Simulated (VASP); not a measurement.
Here is a VASP 6.6.1 calculation.

The input POSCAR:

```
KBr
1.0
    0.0000000000      3.3418875000      3.1937250000
    3.3418875000      0.0000000000      3.1937250000
    3.3418875000      3.3418875000      0.0000000000
K Br
1 1
Direct
    0.0000000000      0.0000000000      0.0000000000
    0.5000000000      0.5000000000      0.5000000000
```

Contents of INCAR.step1:

```
SYSTEM = KBr
PREC = Accurate
ENCUT = 520
ISMEAR = 0
SIGMA = 0.05
LREAL = .False.
LASPH = .True.
NELM = 100
NBANDS = 15
GGA = PE
ALGO = Normal
EDIFF = 1E-4
LWAVE = .True.
LCHARG = .False.
```

Contents of INCAR.step2:

```
SYSTEM = KBr
PREC = Accurate
ENCUT = 520
EDIFF = 1E-6
ISMEAR = 0
SIGMA = 0.05
LREAL = .False.
LASPH = .True.
NELM = 100
ALGO = Normal
ISIF = 2
LWAVE = .False.
LCHARG = .False.
METAGGA = R2SCAN
LMIXTAU = .True.
NBANDS = 15
ISTART = 1
```

KPOINTS

```
Automatic mesh
0
Gamma
  6 6 6
  0 0 0
```

Potentials or basis: VASP PAW PBE potentials, release 64 (K_sv, Br).

Launch:

```bash
$ cat potpaw_PBE.64/K_sv/POTCAR potpaw_PBE.64/Br/POTCAR > POTCAR
$ cp INCAR.step1 INCAR
$ mpirun -np 1 vasp_std > vasp.out
$ cp INCAR.step2 INCAR
$ mpirun -np 1 vasp_std > vasp.out
```

What does it give for the band gap on the k mesh?

5.07 eV.

What does it give for the pressure?

0.3 GPa.

Stress tensor (GPa, compression positive):
```
-0.31  0.00  0.00
 0.00 -0.31  0.00
 0.00  0.00  1.51
```

Caveat: the cell differs from its parent crystal (strain +0.015 along x and y, -0.030 along z); the PAW data sets were made with another functional, which shifts forces and pressure a little.
